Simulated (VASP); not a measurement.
Here is a VASP 6.6.1 calculation.

Contents of INCAR:

```
PREC     = Accurate       # precision mode
ENCUT    = 600            # plane-wave cutoff, eV
EDIFF    = 1E-6           # SCF threshold, eV
ISMEAR   = 0              # smearing method
SIGMA    = 0.02           # smearing width, eV
LREAL    = F              # projectors in reciprocal space
LASPH    = T              # aspherical terms in the spheres
NELM     = 80             # most SCF steps
ALGO     = Normal         # electronic algorithm
ISIF     = 3              # what is computed and relaxed
LWAVE    = F              # write WAVECAR
LCHARG   = F              # write CHGCAR
GGA      = PE             # functional
IBRION   = 2              # ionic algorithm
NSW      = 80             # ionic steps
EDIFFG   = -0.03          # ionic threshold
PSTRESS  = 300.0
```

File KPOINTS:

```
Automatic mesh
0
Gamma
  8 8 4
```

File POSCAR:

```
Br
1.0
    3.3300000000      0.0000000000      0.0000000000
   -1.6650000000      2.8838645946      0.0000000000
    0.0000000000      0.0000000000      5.4378900000
Br
2
Direct
    0.3333333333      0.6666666667      0.2500000000
    0.6666666667      0.3333333333      0.7500000000
```

Potentials or basis: VASP PAW PBE potentials, release 64 (Br).

Command:

```console
$ cat potpaw_PBE.64/Br/POTCAR > POTCAR
$ mpirun -np 1 vasp_std > vasp.out
```

Task: What does it give for the relaxed volume?

Result: 18.42 Å³/atom.

Task: Estimate the band gap on the k mesh.

Result: Zero (band 7 reaches 9.12 eV, above the bottom of band 8 at 4.58 eV).

Stress tensor (GPa, compression positive):
```
29.95  0.00  0.00
 0.00 29.95  0.00
 0.00  0.00 30.09
```

Caveat: the cell is relaxed towards a set pressure, so the enthalpy falls and the energy may rise; the volume moved by over 15 % at a fixed basis, so the end points are rough.
